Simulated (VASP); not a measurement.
# BeTe (F-43m) in VASP: further runs

BeTe is run at these levels: LDA; tasks: single point.

All numbers are computed with VASP 6.6.1; they aren't measurements. Logs are shortened: lines on timing, memory, paths and dates and some standing lists are left out, and cuts for length are marked.

### 1 The cell of the first run

It takes space group F-43m (No. 216, cubic). The conventional cell has a = 5.070 Å, b = 5.070 Å, c = 5.070 Å, α = 90.00°, β = 90.00°, γ = 90.00°. Within 2.9 Å of Te (site symmetry -43m) lie 4 Be at 2.20 Å. Be (site symmetry -43m) has 4 Te at 2.20 Å within 2.9 Å.

### 2 Single point, LDA

Input file INCAR:

```
PREC = Accurate ; ENCUT = 520
EDIFF = 1E-6 ; ISMEAR = -1
SIGMA = 0.05 ; LREAL = False
LASPH = True ; NELM = 100
ALGO = Normal ; ISIF = 2
LWAVE = False ; LCHARG = False
NBANDS = 11
```

Input file KPOINTS:

```
regular mesh
0
Gamma
  8 8 8
```

Input file POSCAR:

```
BeTe
1.0
    0.0000000000      2.5350175929      2.5350175929
    2.5350175929      0.0000000000      2.5350175929
    2.5350175929      2.5350175929      0.0000000000
Te Be
1 1
Direct
    0.7500000000      0.7500000000      0.7500000000
    0.0000000000      0.0000000000      0.0000000000
```

Potentials or basis: VASP PAW LDA potentials, release 64 (Te, Be).

Started as:

```sh
> cat potpaw_LDA.64/Te/POTCAR potpaw_LDA.64/Be/POTCAR > POTCAR
> mpirun -np 1 vasp_std > vasp.out
```

OUTCAR:

```text
PREC = Accurate
   ENCUT = 520
   EDIFF = 1E-6
   ISMEAR = -1
   LREAL = False
   LASPH = True
   NELM = 100
   ISIF = 2

 ion  position               nearest neighbor table
   1  0.750  0.750  0.750-   2 2.20   2 2.20   2 2.20   2 2.20
   2  0.000  0.000  0.000-   1 2.20   1 2.20   1 2.20   1 2.20

  LATTYP: Found a face centered cubic cell.
 ALAT       =     5.0700351858

  Lattice vectors:

 A1 = (   0.0000000000,   2.5350175929,   2.5350175929)
 A2 = (   2.5350175929,   0.0000000000,   2.5350175929)
 A3 = (   2.5350175929,   2.5350175929,   0.0000000000)

Analysis of symmetry for initial positions (statically):
=====================================================================
 Subroutine PRICEL returns:
 Original cell was already a primitive cell.

 Routine SETGRP: Setting up the symmetry group for a
 face centered cubic supercell.

 Subroutine GETGRP returns: Found 24 space group operations
 (whereof 24 operations were pure point group operations)
 out of a pool of 48 trial point group operations.

The static configuration has the point symmetry T_d .

Analysis of symmetry for dynamics (positions and initial velocities):
=====================================================================
 Subroutine PRICEL returns:
 Original cell was already a primitive cell.

 Routine SETGRP: Setting up the symmetry group for a
 face centered cubic supercell.

 Subroutine GETGRP returns: Found 24 space group operations
 (whereof 24 operations were pure point group operations)
 out of a pool of 48 trial point group operations.

The dynamic configuration has the point symmetry T_d .

 Subroutine INISYM returns: Found 24 space group operations
 (whereof 24 operations are pure point group operations),
 and found     1 'primitive' translations

----------------------------------------------------------------------------------------

                                     Primitive cell

  volume of cell :      32.5816

  direct lattice vectors                    reciprocal lattice vectors
     0.000000000  2.535017593  2.535017593    -0.197237290  0.197237290  0.197237290
     2.535017593  0.000000000  2.535017593     0.197237290 -0.197237290  0.197237290
     2.535017593  2.535017593  0.000000000     0.197237290  0.197237290 -0.197237290

  length of vectors
     3.585056261  3.585056261  3.585056261     0.341625007  0.341625007  0.341625007

  position of ions in fractional coordinates (direct lattice)
     0.750000000  0.750000000  0.750000000
     0.000000000  0.000000000  0.000000000

  ion indices of the primitive-cell ions
   primitive index   ion index
                 1           1
                 2           2

----------------------------------------------------------------------------------------

 KPOINTS: regular mesh

Automatic generation of k-mesh.
 Grid dimensions read from file:
 generate k-points for:    8    8    8

 Generating k-lattice:

  Cartesian coordinates                     Fractional coordinates (reciprocal lattice)
    -0.024654661  0.024654661  0.024654661     0.125000000  0.000000000  0.000000000
     0.024654661 -0.024654661  0.024654661     0.000000000  0.125000000  0.000000000
     0.024654661  0.024654661 -0.024654661     0.000000000  0.000000000  0.125000000

  Length of vectors
     0.042703126  0.042703126  0.042703126

  Shift w.r.t. Gamma in fractional coordinates (k-lattice)
     0.000000000  0.000000000  0.000000000

 Subroutine IBZKPT returns following result:
 ===========================================

 Found     29 irreducible k-points:

 Following reciprocal coordinates:
            Coordinates               Weight
  0.000000  0.000000  0.000000      1.000000
  0.125000  0.000000  0.000000      8.000000
  0.250000  0.000000  0.000000      8.000000
  0.375000  0.000000  0.000000      8.000000
  0.500000  0.000000  0.000000      4.000000
  0.125000  0.125000  0.000000      6.000000
[... 16 lines left out ...]
  0.500000  0.250000  0.125000     48.000000
 -0.375000  0.250000  0.125000     24.000000
 [... further k-points ...]
   k-points           NKPTS =     29   k-points in BZ     NKDIM =     29   number of bands    NBANDS=     11
   number of dos      NEDOS =    301   number of ions     NIONS =      2
   total plane-waves  NPLWV =  21952
   dimension x,y,z NGX =    28 NGY =   28 NGZ =   28
   dimension x,y,z NGXF=    56 NGYF=   56 NGZF=   56
   ions per type =               1   1
   NGX,Y,Z   is equivalent  to a cutoff of  12.98, 12.98, 12.98 a.u.
   NGXF,Y,Z  is equivalent  to a cutoff of  25.97, 25.97, 25.97 a.u.
 SYSTEM =  unknown system
   PREC   = accura    normal or accurate (medium, high low for compatibility)
   ISTART =      0    job   : 0-new  1-cont  2-samecut
   ICHARG =      2    charge: 1-file 2-atom 10-const
   ISPIN  =      1    spin polarized calculation?
   LNONCOLLINEAR =      F non collinear calculations
   LSORBIT =      F    spin-orbit coupling
   LASPH  =      T    aspherical Exc in radial PAW
   ENCUT  =  520.0 eV  38.22 Ry    6.18 a.u.   6.67  6.67  6.67*2*pi/ulx,y,z
   NELM   =    100;   NELMIN=  2; NELMDL= -5     # of ELM steps
   EDIFF  = 0.1E-05   stopping-criterion for ELM
   LREAL  =      F    real-space projection
   EDIFFG = 0.1E-04   stopping-criterion for IOM
   NSW    =      0    number of steps for IOM
   IBRION =     -1    ionic relax: 0-MD 1-quasi-New 2-CG
   NFREE  =      0    steps in history (QN), initial steepest desc. (CG)
   ISIF   =      2    stress and relaxation
   ISYM   =      2    0-nonsym 1-usesym 2-fastsym
   POTIM  = 0.5000    time-step for ionic-motion
   TEBEG  =    0.0;   TEEND  =   0.0 temperature during run
   PSTRESS=    0.0 pullay stress
   NELECT =       8.0000    total number of electrons
   NUPDOWN=      -1.0000    fix difference up-down
   EMIN   =  10.00;   EMAX   =-10.00  energy-range for DOS
   EFERMI =   0.00;   METHOD = LEGACY
   ISMEAR =    -1;   SIGMA  =   0.05  broadening in eV -4-tet -1-fermi 0-gaus
   EFERMI_NEDOS =   21; number of points for ismear=-14 and -15
   IALGO  =     38    algorithm
   IMIX   =      4    mixing-type and parameters
     AMIX     =   0.40;   BMIX     =  1.00
     AMIX_MAG =   1.60;   BMIX_MAG =  1.00
  volume/ion in A,a.u.               =      16.29       109.94
  Fermi-wavevector in a.u.,A,eV,Ry     =   1.025134  1.937222 14.298351  1.050899
  Thomas-Fermi vector in A             =   2.158958
   LORBIT       =      0    0 simple, 1 ext, 2 COOP (PROOUT), +10 PAW based schemes
   GGA     = CA    functional components
   LHFCALC =     F    Hartree Fock is set to
   AEXX    =    0.0000 exact exchange contribution
   IVDW    =     0    specifies the selected vdW correction
   LEPSILON=     F    determine dielectric tensor
   LRPA    =     F    only Hartree local field effects (RPA)
 non-spin polarized calculation
  energy-cutoff  :      520.00
  volume of cell :       32.58
 maximum number of plane-waves:       893
   NGX = 13   NGY = 13   NGZ = 13

 number of electron       8.0000000 magnetization

 Free energy of the ion-electron system (eV)
  ---------------------------------------------------
  ext. energy  EPLUGINS =         0.00000000
  ---------------------------------------------------
  free energy    TOTEN  =        -7.93024084 eV

  energy without entropy =       -7.93023991  energy(sigma->0) =       -7.93024037

 E-fermi :   9.6102     XC(G=0): -10.5443

 val. band max:        9.1355979372   @ k =   0.0000   0.0000   0.0000
 cond. band min:      10.0848905552   @ k =   0.5000   0.5000   0.0000
 fundamental gap:      0.9492926180
 Fermi energy:         9.6102013589

 k-point     1 :       0.0000    0.0000    0.0000
  band No.  band energies     occupation
      1      -5.7262      2.00000
      2       9.1356      1.99985
      3       9.1356      1.99985
      4       9.1356      1.99985
      5      12.3061      0.00000
      6      12.3061      0.00000
      7      12.3061      0.00000
      8      15.4497      0.00000
      9      17.6852      0.00000
     10      20.0021      0.00000
     11      20.0021      0.00000

 k-point     2 :       0.1250    0.0000    0.0000
  band No.  band energies     occupation
      1      -5.5063      2.00000
      2       7.2907      2.00000
      3       8.7091      2.00000
      4       8.7091      2.00000
      5      12.8547      0.00000
      6      12.8547      0.00000
      7      12.8754      0.00000
      8      16.4598      0.00000
      9      18.0399      0.00000
     10      18.5432      0.00000
     11      18.5432      0.00000

 k-point     3 :       0.2500    0.0000    0.0000
  band No.  band energies     occupation
      1      -4.8765      2.00000
      2       4.5285      2.00000
      3       8.0122      2.00000
      4       8.0122      2.00000
      5      13.0986      0.00000
      6      13.5262      0.00000
      7      13.5262      0.00000
      8      16.9356      0.00000
      9      18.2818      0.00000
     10      18.2818      0.00000
     11      19.2473      0.00000

 k-point     4 :       0.3750    0.0000    0.0000
  band No.  band energies     occupation
      1      -3.9916      2.00000
      2       2.2349      2.00000
      3       7.5173      2.00000
      4       7.5173      2.00000
      5      13.1409      0.00000
      6      13.5144      0.00000
      7      13.5144      0.00000
      8      16.5819      0.00000
      9      19.7868      0.00000
     10      19.7868      0.00000
     11      20.5765      0.00000
[... 239 lines left out ...]
 k-point    22 :       0.3750    0.2500    0.1250
  band No.  band energies     occupation
      1      -4.3393      2.00000
      2       4.3619      2.00000
      3       5.6447      2.00000
      4       7.2090      2.00000
      5      12.4064      0.00000
      6      14.0323      0.00000
      7      14.9068      0.00000
      8      16.1976      0.00000
      9      19.0453      0.00000
     10      20.7169      0.00000
     11      22.1707      0.00000

 k-point    23 :       0.5000    0.2500    0.1250
  band No.  band energies     occupation
      1      -3.5198      2.00000
      2       2.6842      2.00000
      3       5.0279      2.00000
      4       6.4608      2.00000
      5      12.8617      0.00000
      6      13.9699      0.00000
      7      15.5401      0.00000
      8      16.9301      0.00000
      9      19.6370      0.00000
     10      20.7767      0.00000
     11      22.4156      0.00000

 k-point    24 :      -0.3750    0.2500    0.1250
  band No.  band energies     occupation
      1      -3.0416      2.00000
      2       1.8233      2.00000
      3       4.9559      2.00000
      4       6.0895      2.00000
      5      12.8486      0.00000
      6      13.8853      0.00000
      7      16.7041      0.00000
      8      17.7130      0.00000
      9      18.2648      0.00000
     10      21.2352      0.00000
     11      22.2781      0.00000

 [... further k-points ...]

------------------------ aborting loop because EDIFF is reached ----------------------------------------

  FORCE on cell =-STRESS in cart. coord.  units (eV):
  Direction    XX          YY          ZZ          XY          YZ          ZX
  --------------------------------------------------------------------------------------
  -------------------------------------------------------------------------------------
  Total        6.2511717      6.2511717      6.2511717      0.0000000      0.0000000      0.0000000
  in kB      307.3966143    307.3966143    307.3966143      0.0000000      0.0000000      0.0000000
  external PRESSURE =     307.3966143 kB  Pullay stress =       0.0000000 kB

 VOLUME and BASIS-vectors are now :
 -----------------------------------------------------------------------------
  energy-cutoff  :      520.00
  volume of cell :       32.58
      direct lattice vectors                 reciprocal lattice vectors
     0.000000000  2.535017593  2.535017593    -0.197237290  0.197237290  0.197237290
     2.535017593  0.000000000  2.535017593     0.197237290 -0.197237290  0.197237290
     2.535017593  2.535017593  0.000000000     0.197237290  0.197237290 -0.197237290

 POSITION                                       TOTAL-FORCE (eV/Angst)
 -----------------------------------------------------------------------------------
      3.80253      3.80253      3.80253        -0.000000     -0.000000      0.000000
      0.00000      0.00000      0.00000         0.000000      0.000000     -0.000000
 -----------------------------------------------------------------------------------
    total drift:                               -0.000000     -0.000000     -0.000000

  FREE ENERGIE OF THE ION-ELECTRON SYSTEM (eV)
  ---------------------------------------------------
  free  energy   TOTEN  =        -7.9302408393 eV

  energy  without entropy=       -7.9302399084  energy(sigma->0) =       -7.93024037
```

Run time: 13 s. Hardware: 1 thread of Intel Xeon 8259CL, shared host; peak memory 0.15 GiB.

What came out:

```yaml
Free_energy: -7.9302 eV
Pressure: 30.7 GPa
Band_gap_on_the_k_mesh: 0.95 eV, indirect (least direct gap 3.17 eV)
```

Caveat: spin-orbit coupling is left out, which moves the levels of the heavy elements.

(Continued in part 2 of 2.)
